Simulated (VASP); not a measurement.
Set up this calculation in VASP 6.6.1, as the native input.

| Quantity | Value |
| --- | --- |
| Task | relaxation of cell and atoms |
| Functional | PBE |
| Potentials or basis | VASP PAW PBE potentials, release 64 (Ga_d, Ge_d) |
| Cutoff | 600 eV |
| k mesh | 16 × 16 × 16 |
| Occupations | gaussian, width 0.1 eV |
| Spin | no spin polarisation |
| Dipole correction | no |
| Further INCAR settings | ALGO = Normal; EDIFF = 1e-06; IBRION = 2; EDIFFG = -0.01; NSW = 100; ISIF = 3 |

The structure of GaGe lies in POSCAR:

```
GaGe
1.0
    3.3703569352      0.0000000000      0.0000000000
    0.0000000000      3.3703569352      0.0000000000
    0.0000000000      0.0000000000      3.3703569352
Ga Ge
1 1
Direct
    0.0000000000      0.0000000000      0.0000000000
    0.5000000000      0.5000000000      0.5000000000
```

These files were run (other wordings do the same):

INCAR

```
SYSTEM = GaGe
ALGO = Normal
EDIFF = 1E-6
EDIFFG = -0.01
ENCUT = 600
GGA = PE
IBRION = 2
ISIF = 3
ISMEAR = 0
LASPH = .True.
LCHARG = .False.
LREAL = .False.
LWAVE = .False.
NELM = 100
NSW = 100
PREC = Accurate
SIGMA = 0.1
```

KPOINTS

```
k-points
0
Gamma
  16 16 16
  0 0 0
```

Potentials or basis: VASP PAW PBE potentials, release 64 (Ga_d, Ge_d).

The run is started by

```bash
$ cat potpaw_PBE.64/Ga_d/POTCAR potpaw_PBE.64/Ge_d/POTCAR > POTCAR
$ mpirun -np 1 vasp_std > vasp.out
```

It gave:

```
Relaxed volume                        : 19.23 Å³/atom
Relaxed cell                          : a = 3.375 Å, b = 3.375 Å, c = 3.375 Å, α = 90.00°, β = 90.00°, γ = 90.00°
Space group after relaxing (to 0.1 Å) : Pm-3m (No. 221)
Energy gained by relaxing             : 0.0 meV/atom
Ionic steps                           : 2
Pressure after relaxing               : 0.1 GPa
```

Caveat: the highest band is partly filled, so the run has too few bands.

Run time: 62 s on 1 thread of Intel(R) Xeon(R) 6975P-C (Granite Rapids), on a shared host, peak memory 0.27 GiB.
